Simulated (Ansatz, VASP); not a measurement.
**Sr: VASP beside Ansatz**

File POSCAR:

```
Sr
1.0
   -2.4250000000      2.4250000000      2.4977500000
    2.4250000000     -2.4250000000      2.4977500000
    2.4250000000      2.4250000000     -2.4977500000
Sr
1
Direct
    0.0000000000      0.0000000000      0.0000000000
```

The input INCAR.step1:

```
ALGO = Normal
EDIFF = 1E-4
ENCUT = 520
GGA = PE
ISMEAR = 0
LASPH = T
LCHARG = F
LREAL = F
LWAVE = T
NBANDS = 11
NELM = 80
PREC = Accurate
SIGMA = 0.15
```

INCAR.step2

```
ALGO = Normal
EDIFF = 1E-6
ENCUT = 520
ISIF = 2
ISMEAR = 0
ISTART = 1
LASPH = T
LCHARG = F
LMIXTAU = T
LREAL = F
LWAVE = F
METAGGA = R2SCAN
NBANDS = 11
NELM = 80
PREC = Accurate
SIGMA = 0.15
```

File KPOINTS:

```
k-points
0
Gamma
  14 14 14
```

Input for Ansatz:

```yaml
crystal:
  lattice:
    - [-2.425, 2.425, 2.49775]
    - [2.425, -2.425, 2.49775]
    - [2.425, 2.425, -2.49775]
  atoms:
    - { symbol: Sr, position: [0.0, 0.0, 0.0] }
basis:
  ecutwfc: 500
kpoints:
  mp_grid: { grid: [14, 14, 14] }
hamiltonian:
  xc: r2scan
scf:
  occupations: { method: gaussian, width: 0.15 }
output:
  forces: true
  stress: true
  eigenvalues: true
  write_density: true
  write_potential: true
  elf: true
  volumetric_format: npy
```

Change from the starting cell: strain +0.000 along x and y, +0.030 along z, atoms carried along.

Alike in both runs: task single point; functional r2SCAN; k mesh 14 × 14 × 14; occupations gaussian, width 0.15 eV; no spin polarisation.

```csv
,VASP,Ansatz
version,VASP 6.6.1,Ansatz 0.2.0
potentials or method,"VASP PAW PBE potentials, release 64 (Sr_sv), cutoff 520 eV","scalar-relativistic, plane waves, PAW"
valence electrons in the cell,10,10
```

```tsv
	VASP	Ansatz	Ansatz less VASP
gap on the k mesh at the Fermi level (eV)	none	none	-
pressure (GPa)	-0.5	-0.5	-0.01
```

VASP's potentials were made for PBE, not for r2SCAN. A gap of «none» marks a metal or a gap that the smearing closes. With one functional, cell and mesh, what is left measures potentials, basis and numerics.
